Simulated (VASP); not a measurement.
Ag:

```
Ag
1.0
     2.91033    0.00000    0.00000
    -1.45517    2.52042    0.00000
     0.00000    0.00000    4.75785
Ag
2
Cartesian
  1.4552 0.8401 3.5684
  0.0000 1.6803 1.1895
```

This isn't the form of Ag at room conditions, which is fcc.

Base run:

| Property | Result |
| --- | --- |
| Program | VASP 6.6.1 |
| Functional | PBE |
| Potentials or basis | VASP PAW PBE potentials, release 64 (Ag) |
| Cutoff | 500 eV |
| k mesh | 10 × 10 × 6 |
| Occupations | fermi-dirac, width 0.05 eV |
| Spin | no spin polarisation |

Its results: band gap on the k mesh zero (bands 11 and 12 overlap by 6.49 eV); pressure 2.5 GPa.

Problem. The run is repeated on the same cell with these changes: functional from PBE to r2SCAN; cutoff from 500 eV to 520 eV; further incar settings from ALGO = Normal; EDIFF = 1e-06; NBANDS = 18 to ALGO = Normal; EDIFF = 1e-07; NBANDS = 18. What comes out?

Solution. Band gap on the k mesh zero (bands 11 and 12 overlap by 6.92 eV); pressure -0.4 GPa.

Caveats: the PAW data sets were made with another functional, which shifts forces and pressure a little (at least some runs).
